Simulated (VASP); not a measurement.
A run of VASP 6.6.1 is set up as follows.

Contents of INCAR:

```
SYSTEM = P
PREC = Accurate
ENCUT = 520
EDIFF = 1E-6
ISMEAR = 0
SIGMA = 0.1
LREAL = .False.
LASPH = .True.
NELM = 100
ALGO = Normal
ISIF = 2
LWAVE = .False.
LCHARG = .True.
LDIPOL = .True.
IDIPOL = 3
DIPOL = 0.5 0.5 0.500
GGA = PE
IVDW = 12
LELF = .True.
LVHAR = .True.
LVACPOTAV = .True.
NBANDS = 42
```

The input KPOINTS:

```
Automatic mesh
0
Gamma
  10 8 1
  0 0 0
```

POSCAR

```
P
1.0
    3.3228293856      0.0000000000      0.0000000000
    0.0000000000      4.1648375045      0.0000000000
    0.0000000000      0.0000000000     27.3633915253
P
12
Direct
    0.0000000000      0.5729502276      0.2743686290
    0.5000000000      0.9270497724      0.2743686290
    0.5000000000      0.0718672076      0.3535199183
    0.0000000000      0.4281327924      0.3535199183
    0.5000000000      0.5721900114      0.4603177133
    0.0000000000      0.9278099886      0.4603177133
    0.0000000000      0.0721900964      0.5396639644
    0.5000000000      0.4278099036      0.5396639644
    0.0000000000      0.5718673204      0.6464892857
    0.5000000000      0.9281326796      0.6464892857
    0.5000000000      0.0729500901      0.7256404892
    0.0000000000      0.4270499099      0.7256404892
```

Potentials or basis: VASP PAW PBE potentials, release 64 (P).

Command:

```console
$ cat potpaw_PBE.64/P/POTCAR > POTCAR
$ mpirun -np 1 vasp_std > vasp.out
```

(1) What does it give for the dispersion energy per atom?

(2) Estimate the band gap on the k mesh.

(3) Estimate the largest force.

## Answers

(1) -0.351 eV.

(2) 0.12 eV.

(3) 0.066 eV/Å.
